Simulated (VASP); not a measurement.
Wanted: the native input for a VASP 6.6.1 run.

| Quantity | Value |
| --- | --- |
| Task | single point |
| Functional | r2SCAN |
| Potentials or basis | VASP PAW PBE potentials, release 64 (Mg, Si) |
| Cutoff | 520 eV |
| k mesh | 18 × 18 × 14 |
| Occupations | gaussian, width 0.15 eV |
| Spin | no spin polarisation |
| Dipole correction | no |
| Further INCAR settings | ALGO = Normal; EDIFF = 1e-07; NBANDS = 10 |

The system is MgSi.

```
Mg Si
1.0
     2.86148    0.00000    0.00000
     0.00000    2.86148    0.00000
     0.00000    0.00000    4.23909
Mg Si
1 1
Direct
  0.00000 0.00000 0.00000
  0.50000 0.50000 0.50000
```

This cell differs from its parent crystal: ratio of the length along z to the lengths across it x 1.05, volume and fractional coordinates fixed.

The input as run:

POSCAR

```
MgSi
1.0
    2.8614762150      0.0000000000      0.0000000000
    0.0000000000      2.8614762150      0.0000000000
    0.0000000000      0.0000000000      4.2390926739
Mg Si
1 1
Direct
    0.0000000000      0.0000000000      0.0000000000
    0.5000000000      0.5000000000      0.5000000000
```

INCAR.step1

```
ALGO = Normal
EDIFF = 1E-4
ENCUT = 520
GGA = PE
ISMEAR = 0
LASPH = True
LCHARG = False
LREAL = False
LWAVE = True
NBANDS = 10
NELM = 100
PREC = Accurate
SIGMA = 0.15
```

INCAR.step2

```
ALGO = Normal
EDIFF = 1E-7
ENCUT = 520
ISIF = 2
ISMEAR = 0
ISTART = 1
LASPH = True
LCHARG = False
LMIXTAU = True
LREAL = False
LWAVE = False
METAGGA = R2SCAN
NBANDS = 10
NELM = 100
PREC = Accurate
SIGMA = 0.15
```

KPOINTS

```
k-points
0
Gamma
  18 18 14
```

Potentials or basis: VASP PAW PBE potentials, release 64 (Mg, Si).

The run is started by

```bash
$ cat potpaw_PBE.64/Mg/POTCAR potpaw_PBE.64/Si/POTCAR > POTCAR
$ cp INCAR.step1 INCAR
$ mpirun -np 1 vasp_std > vasp.out
$ cp INCAR.step2 INCAR
$ mpirun -np 1 vasp_std > vasp.out
```

Results of the run:

```yaml
Pressure: -1.9 GPa
Band_gap_on_the_k_mesh: zero (bands 3 and 4 overlap by 7.07 eV)
```

Caveat: the stress differs along the axes, from -7 to 1 GPa; the PAW data sets were made with another functional, which shifts forces and pressure a little.

Run time: 5 min on 1 thread of Intel(R) Xeon(R) Platinum 8259CL CPU @ 2.50GHz (Skylake/Cascade Lake), with other jobs on the host, peak memory 0.29 GiB.
